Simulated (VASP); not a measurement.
A run of VASP 6.6.1:

INCAR

```
SYSTEM = Re
  PREC = Accurate
  ENCUT = 520
  EDIFF = 1E-6
  ISMEAR = 0
  SIGMA = 0.6
  LREAL = .FALSE.
  LASPH = .TRUE.
  NELM = 80
  ALGO = Normal
  ISIF = 2
  LWAVE = .FALSE.
  LCHARG = .FALSE.
  GGA = PE
  NBANDS = 14
```

KPOINTS

```
Automatic mesh
0
G
  13 13 7
  0 0 0
```

POSCAR

```
Re
1.0
    2.7768706464      0.0000000000      0.0000000000
   -1.3884353232      2.4048405228      0.0000000000
    0.0000000000      0.0000000000      4.4788142384
Re
2
Direct
    0.3333333333      0.6666666667      0.2500000000
    0.6666666667      0.3333333333      0.7500000000
```

Potentials or basis: VASP PAW PBE potentials, release 64 (Re).

Run with:

```console
$ cat potpaw_PBE.64/Re/POTCAR > POTCAR
$ mpirun -np 1 vasp_std > vasp.out
```

Hardware: 1 thread of Intel(R) Xeon(R) Platinum 8375C CPU @ 2.90GHz (Ice Lake) (shared host).

Task: How long does it take, and how much memory?

Result: It took 54 s on 1 thread of Intel(R) Xeon(R) Platinum 8375C CPU @ 2.90GHz (Ice Lake), on a shared host, peak memory 0.17 GiB. Counts: scf iterations 12, k points 84.
